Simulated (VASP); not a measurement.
# SiNi3 (P4/mmm) in VASP: further runs

The runs below take SiNi3 through single point, with PBEsol.

Program: VASP 6.6.1. These are calculated values, not measurements. Logs are shortened: lines on timing, memory, paths and dates and some standing lists are left out, and cuts for length are marked.

**1. The cell of the first run**

It takes space group P4/mmm (No. 123, tetragonal). Conventional cell: a = 3.885 Å, b = 3.885 Å, c = 2.747 Å, α = 90.00°, β = 90.00°, γ = 90.00°. Si (site symmetry 4/mmm) has 12 Ni at 2.38 to 2.75 Å and 2 Si at 2.75 Å within 3.1 Å. Within 3.1 Å of Ni (site symmetry mmm) lie 4 Si at 2.38 Å and 10 Ni at 2.38 to 2.75 Å. Within 3.1 Å of Ni (site symmetry 4/mmm) lie 10 Ni at 2.38 to 2.75 Å and 4 Si at 2.75 Å.

**2. Single point, PBEsol**

INCAR reads:

```
SYSTEM = SiNi3
ALGO = Fast
EDIFF = 1E-6
ENCUT = 520
GGA = PS
ISIF = 2
ISMEAR = 0
LASPH = .True.
LCHARG = .False.
LREAL = .False.
LWAVE = .False.
NBANDS = 25
NELM = 60
PREC = Accurate
SIGMA = 0.15
```

KPOINTS reads:

```
k-points
0
Gamma
  16 16 16
  0 0 0
```

POSCAR reads:

```
SiNi3
1.0
    3.8853125724      0.0000000000      0.0000000000
    0.0000000000      3.8853125724      0.0000000000
    0.0000000000      0.0000000000      2.7469159887
Si Ni
1 3
Direct
    0.0000000000      0.0000000000      0.0000000000
    0.0000000000      0.5000000000      0.5000000000
    0.5000000000      0.0000000000      0.5000000000
    0.5000000000      0.5000000000      0.0000000000
```

Potentials or basis: VASP PAW PBE potentials, release 64 (Si, Ni).

Started as:

```bash
$ cat potpaw_PBE.64/Si/POTCAR potpaw_PBE.64/Ni/POTCAR > POTCAR
$ mpirun -np 1 vasp_std > vasp.out
```

OUTCAR:

```text
SYSTEM = SiNi3
   EDIFF = 1E-6
   ENCUT = 520
   GGA = PS
   ISIF = 2
   ISMEAR = 0
   LASPH = .True.
   LREAL = .False.
   NELM = 60
   PREC = Accurate

 ion  position               nearest neighbor table
   1  0.000  0.000  0.000-   2 2.38   3 2.38   2 2.38   3 2.38   2 2.38   2 2.38   3 2.38   3 2.38
                             4 2.75   4 2.75   4 2.75   4 2.75
   2  0.000  0.500  0.500-   1 2.38   4 2.38   1 2.38   4 2.38   1 2.38   1 2.38   4 2.38   4 2.38
                             3 2.75   3 2.75   3 2.75   3 2.75
   3  0.500  0.000  0.500-   1 2.38   4 2.38   1 2.38   4 2.38   4 2.38   4 2.38   1 2.38   1 2.38
                             2 2.75   2 2.75   2 2.75   2 2.75
   4  0.500  0.500  0.000-   2 2.38   3 2.38   2 2.38   3 2.38   3 2.38   3 2.38   2 2.38   2 2.38
                             1 2.75   1 2.75   1 2.75   1 2.75

  LATTYP: Found a simple tetragonal cell.
 ALAT       =     3.8853125724
 C/A-ratio  =     0.7070000000

  Lattice vectors:

 A1 = (   3.8853125724,   0.0000000000,   0.0000000000)
 A2 = (   0.0000000000,   3.8853125724,   0.0000000000)
 A3 = (   0.0000000000,   0.0000000000,   2.7469159887)

Analysis of symmetry for initial positions (statically):
=====================================================================
 Subroutine PRICEL returns:
 Original cell was already a primitive cell.

 Routine SETGRP: Setting up the symmetry group for a
 simple tetragonal supercell.

 Subroutine GETGRP returns: Found 16 space group operations
 (whereof 16 operations were pure point group operations)
 out of a pool of 16 trial point group operations.

The static configuration has the point symmetry D_4h.

Analysis of symmetry for dynamics (positions and initial velocities):
=====================================================================
 Subroutine PRICEL returns:
 Original cell was already a primitive cell.

 Routine SETGRP: Setting up the symmetry group for a
 simple tetragonal supercell.

 Subroutine GETGRP returns: Found 16 space group operations
 (whereof 16 operations were pure point group operations)
 out of a pool of 16 trial point group operations.

The dynamic configuration has the point symmetry D_4h.

 Subroutine INISYM returns: Found 16 space group operations
 (whereof 16 operations are pure point group operations),
 and found     1 'primitive' translations

----------------------------------------------------------------------------------------

                                     Primitive cell

  volume of cell :      41.4665

  direct lattice vectors                    reciprocal lattice vectors
     3.885312572  0.000000000  0.000000000     0.257379550  0.000000000  0.000000000
     0.000000000  3.885312572  0.000000000     0.000000000  0.257379550  0.000000000
     0.000000000  0.000000000  2.746915989     0.000000000  0.000000000  0.364044625

  length of vectors
     3.885312572  3.885312572  2.746915989     0.257379550  0.257379550  0.364044625

  position of ions in fractional coordinates (direct lattice)
     0.000000000  0.000000000  0.000000000
     0.000000000  0.500000000  0.500000000
     0.500000000  0.000000000  0.500000000
     0.500000000  0.500000000  0.000000000

  ion indices of the primitive-cell ions
   primitive index   ion index
                 1           1
                 2           2
                 3           3
                 4           4

----------------------------------------------------------------------------------------

 KPOINTS: k-points

Automatic generation of k-mesh.
 Grid dimensions read from file:
 generate k-points for:   16   16   16

 Generating k-lattice:

  Cartesian coordinates                     Fractional coordinates (reciprocal lattice)
     0.016086222  0.000000000  0.000000000     0.062500000  0.000000000  0.000000000
     0.000000000  0.016086222  0.000000000     0.000000000  0.062500000  0.000000000
     0.000000000  0.000000000  0.022752789     0.000000000  0.000000000  0.062500000

  Length of vectors
     0.016086222  0.016086222  0.022752789

  Shift w.r.t. Gamma in fractional coordinates (k-lattice)
     0.000000000  0.000000000  0.000000000

 Subroutine IBZKPT returns following result:
 ===========================================

 Found    405 irreducible k-points:

 Following reciprocal coordinates:
            Coordinates               Weight
  0.000000  0.000000  0.000000      1.000000
  0.062500  0.000000  0.000000      4.000000
  0.125000  0.000000  0.000000      4.000000
  0.187500  0.000000  0.000000      4.000000
  0.250000  0.000000  0.000000      4.000000
  0.312500  0.000000  0.000000      4.000000
[... 16 lines left out ...]
  0.437500  0.125000  0.000000      8.000000
  0.500000  0.125000  0.000000      4.000000
 [... further k-points ...]
   k-points           NKPTS =    405   k-points in BZ     NKDIM =    405   number of bands    NBANDS=     25
   number of dos      NEDOS =    301   number of ions     NIONS =      4
   total plane-waves  NPLWV =  18000
   dimension x,y,z NGX =    30 NGY =   30 NGZ =   20
   dimension x,y,z NGXF=    60 NGYF=   60 NGZF=   40
   ions per type =               1   3
   NGX,Y,Z   is equivalent  to a cutoff of  12.84, 12.84, 12.10 a.u.
   NGXF,Y,Z  is equivalent  to a cutoff of  25.67, 25.67, 24.21 a.u.
 SYSTEM =  SiNi3
   PREC   = accura    normal or accurate (medium, high low for compatibility)
   ISTART =      0    job   : 0-new  1-cont  2-samecut
   ICHARG =      2    charge: 1-file 2-atom 10-const
   ISPIN  =      1    spin polarized calculation?
   LNONCOLLINEAR =      F non collinear calculations
   LSORBIT =      F    spin-orbit coupling
   LASPH  =      T    aspherical Exc in radial PAW
   ENCUT  =  520.0 eV  38.22 Ry    6.18 a.u.   7.22  7.22  5.11*2*pi/ulx,y,z
   NELM   =     60;   NELMIN=  2; NELMDL= -5     # of ELM steps
   EDIFF  = 0.1E-05   stopping-criterion for ELM
   LREAL  =      F    real-space projection
   EDIFFG = 0.1E-04   stopping-criterion for IOM
   NSW    =      0    number of steps for IOM
   IBRION =     -1    ionic relax: 0-MD 1-quasi-New 2-CG
   NFREE  =      0    steps in history (QN), initial steepest desc. (CG)
   ISIF   =      2    stress and relaxation
   ISYM   =      2    0-nonsym 1-usesym 2-fastsym
   POTIM  = 0.5000    time-step for ionic-motion
   TEBEG  =    0.0;   TEEND  =   0.0 temperature during run
   PSTRESS=    0.0 pullay stress
   NELECT =      34.0000    total number of electrons
   NUPDOWN=      -1.0000    fix difference up-down
   EMIN   =  10.00;   EMAX   =-10.00  energy-range for DOS
   EFERMI =   0.00;   METHOD = LEGACY
   ISMEAR =     0;   SIGMA  =   0.15  broadening in eV -4-tet -1-fermi 0-gaus
   EFERMI_NEDOS =   21; number of points for ismear=-14 and -15
   IALGO  =     68    algorithm
   IMIX   =      4    mixing-type and parameters
     AMIX     =   0.40;   BMIX     =  1.00
     AMIX_MAG =   1.60;   BMIX_MAG =  1.00
  volume/ion in A,a.u.               =      10.37        69.96
  Fermi-wavevector in a.u.,A,eV,Ry     =   1.532270  2.895571 31.944467  2.347852
  Thomas-Fermi vector in A             =   2.639499
   LORBIT       =      0    0 simple, 1 ext, 2 COOP (PROOUT), +10 PAW based schemes
   GGA     = PS    functional components
   LHFCALC =     F    Hartree Fock is set to
   AEXX    =    0.0000 exact exchange contribution
   IVDW    =     0    specifies the selected vdW correction
   LEPSILON=     F    determine dielectric tensor
   LRPA    =     F    only Hartree local field effects (RPA)
 non-spin polarized calculation
 RMM-DIIS sequential band-by-band and
 Gauss-broadening in eV      SIGMA  =   0.15
  energy-cutoff  :      520.00
  volume of cell :       41.47
 maximum number of plane-waves:      1139
 NGX is ok and might be reduce to    30
   NGX = 15   NGY = 15   NGZ = 11

 number of electron      34.0000038 magnetization

 Free energy of the ion-electron system (eV)
  ---------------------------------------------------
  ext. energy  EPLUGINS =         0.00000000
  ---------------------------------------------------
  free energy    TOTEN  =       -25.61948707 eV

  energy without entropy =      -25.57966089  energy(sigma->0) =      -25.59957398

 E-fermi :  11.3042     XC(G=0): -13.4493

 val. band max:       11.3035917434   @ k =   0.5000   0.1875   0.0000
 cond. band min:      11.3053719271   @ k =   0.3750   0.1875   0.0625
 fundamental gap:      0.0017801837
 Fermi energy:        11.3041501559

 k-point     1 :       0.0000    0.0000    0.0000
  band No.  band energies     occupation
      1      -1.3433      2.00000
      2       5.6934      2.00000
      3       6.6617      2.00000
      4       7.0781      2.00000
      5       7.0835      2.00000
      6       8.0686      2.00000
[... 17 lines left out ...]
     24      21.5166      0.00000
     25      22.5345      0.00000

 k-point     2 :       0.0625    0.0000    0.0000
  band No.  band energies     occupation
      1      -1.3085      2.00000
      2       5.6550      2.00000
      3       6.5831      2.00000
      4       7.0442      2.00000
      5       7.0817      2.00000
      6       8.0864      2.00000
[... 17 lines left out ...]
     24      21.5259      0.00000
     25      22.7874      0.00000

 k-point     3 :       0.1250    0.0000    0.0000
  band No.  band energies     occupation
      1      -1.2053      2.00000
      2       5.4676      2.00000
      3       6.4475      2.00000
      4       6.9573      2.00000
      5       7.1112      2.00000
      6       8.1228      2.00000
[... 17 lines left out ...]
     24      21.5412      0.00000
     25      23.4330      0.00000

 k-point     4 :       0.1875    0.0000    0.0000
  band No.  band energies     occupation
      1      -1.0378      2.00000
      2       5.0462      2.00000
      3       6.4360      2.00000
      4       6.8462      2.00000
      5       7.1839      2.00000
      6       8.1600      2.00000
[... 17 lines left out ...]
     24      21.5469      0.00000
     25      24.2971      0.00000
[... 477 lines left out ...]
 k-point    22 :       0.3750    0.1250    0.0000
  band No.  band energies     occupation
      1      -0.1519      2.00000
      2       3.4902      2.00000
      3       6.0965      2.00000
      4       6.9170      2.00000
      5       7.6408      2.00000
      6       8.1256      2.00000
[... 17 lines left out ...]
     24      21.8743      0.00000
     25      23.0106      0.00000

 k-point    23 :       0.4375    0.1250    0.0000
  band No.  band energies     occupation
      1       0.0695      2.00000
      2       3.1127      2.00000
      3       6.1137      2.00000
      4       6.9944      2.00000
      5       7.7599      2.00000
      6       8.1253      2.00000
[... 17 lines left out ...]
     24      22.5242      0.00000
     25      22.5522      0.00000

 k-point    24 :       0.5000    0.1250    0.0000
  band No.  band energies     occupation
      1       0.1597      2.00000
      2       2.9694      2.00000
      3       6.1176      2.00000
      4       7.0270      2.00000
      5       7.8128      2.00000
      6       8.1189      2.00000
[... 17 lines left out ...]
     24      22.3803      0.00000
     25      23.1712      0.00000

 [... further k-points ...]
[... 5 lines left out ...]
  --------------------------------------------------------------------------------------
  -------------------------------------------------------------------------------------
  Total        0.2894309      0.2894309      1.9706397      0.0000000      0.0000000      0.0000000
  in kB       11.1829964     11.1829964     76.1413394      0.0000000      0.0000000      0.0000000
  external PRESSURE =      32.8357774 kB  Pullay stress =       0.0000000 kB

 VOLUME and BASIS-vectors are now :
 -----------------------------------------------------------------------------
  energy-cutoff  :      520.00
  volume of cell :       41.47
      direct lattice vectors                 reciprocal lattice vectors
     3.885312572  0.000000000  0.000000000     0.257379550  0.000000000  0.000000000
     0.000000000  3.885312572  0.000000000     0.000000000  0.257379550  0.000000000
     0.000000000  0.000000000  2.746915989     0.000000000  0.000000000  0.364044625

 POSITION                                       TOTAL-FORCE (eV/Angst)
 -----------------------------------------------------------------------------------
      0.00000      0.00000      0.00000         0.000000      0.000000      0.000000
      0.00000      1.94266      1.37346         0.000000      0.000000      0.000000
      1.94266      0.00000      1.37346         0.000000      0.000000      0.000000
      1.94266      1.94266      0.00000         0.000000      0.000000      0.000000
 -----------------------------------------------------------------------------------
    total drift:                                0.000000      0.000000     -0.000000

  FREE ENERGIE OF THE ION-ELECTRON SYSTEM (eV)
  ---------------------------------------------------
  free  energy   TOTEN  =       -25.6194870672 eV

  energy  without entropy=      -25.5796608863  energy(sigma->0) =      -25.59957398
```

Run time: 3.1 min. Hardware: 1 thread of Intel Xeon 6975P-C (Granite Rapids), shared host; peak memory 0.42 GiB.

What came out:

```yaml
Free_energy: -25.6195 eV
Pressure: 3.3 GPa
Band_gap_on_the_k_mesh: zero (band 17 reaches 12.08 eV, above the bottom of band 18 at 10.93 eV)
```

Stress tensor (GPa, compression positive):
```
1.12 0.00 0.00
0.00 1.12 0.00
0.00 0.00 7.61
```

Levels at points of the mesh, in eV from the Fermi level:
```tsv
k point	band 15	band 16	band 17	band 18	band 19	band 20
(0.00, 0.00, 0.00)	-0.77	-0.76	0.13	0.13	3.10	4.16
(0.50, 0.00, 0.00)	-1.03	-0.83	0.12	1.12	2.72	3.06
(0.50, 0.50, 0.00)	-1.38	-1.34	-1.30	-0.37	-0.37	8.57
(0.00, 0.00, 0.50)	-0.83	-0.45	-0.44	4.05	4.05	4.63
(0.50, 0.00, 0.50)	-0.81	-0.38	-0.04	0.60	0.88	5.38
(0.50, 0.50, 0.50)	-0.56	-0.56	-0.52	-0.21	0.20	1.46
```

Caveat: the PAW data sets were made with another functional, which shifts forces and pressure a little.

(Continued in part 2 of 2.)
